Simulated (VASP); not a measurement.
Crystal: Hf.

```
Hf
1.0
    -1.80500    1.80500    1.80500
     1.80500   -1.80500    1.80500
     1.80500    1.80500   -1.80500
Hf
1
Direct
  0.00000 0.00000 0.00000
```

| Quantity | Value |
| --- | --- |
| Program | VASP 6.6.1 |
| Task | relaxation of cell and atoms |
| Functional | PBE |
| Potentials or basis | VASP PAW PBE potentials, release 64 (Hf_pv) |
| Cutoff | 600 eV |
| k mesh | 9 × 9 × 9 |
| Occupations | fermi-dirac, width 0.3 eV |
| Spin | no spin polarisation |

At the start: pressure -3.4 GPa; volume 23.52 Å³/atom.

Where does the relaxation end?

Over 3 steps the energy falls by 9.6 meV/atom and the volume is 22.66 Å³/atom (-3.6 %); space group Im-3m (No. 229, to 0.05 Å).

The path:
```tsv
step	energy change (eV)	largest force (eV/Å)	pressure (GPa)	volume (Å³)
1	0.0000	0.0000	-3.45	23.52
2	0.0000	0.0000	3.85	21.84
3	-0.0096	0.0000	-0.04	22.66
```

Final structure:
```xyz
1
Lattice="-1.7828 1.7828 1.7828 1.7828 -1.7828 1.7828 1.7828 1.7828 -1.7828" Properties=species:S:1:pos:R:3 pbc="T T T"
Hf    0.0000    0.0000    0.0000
```
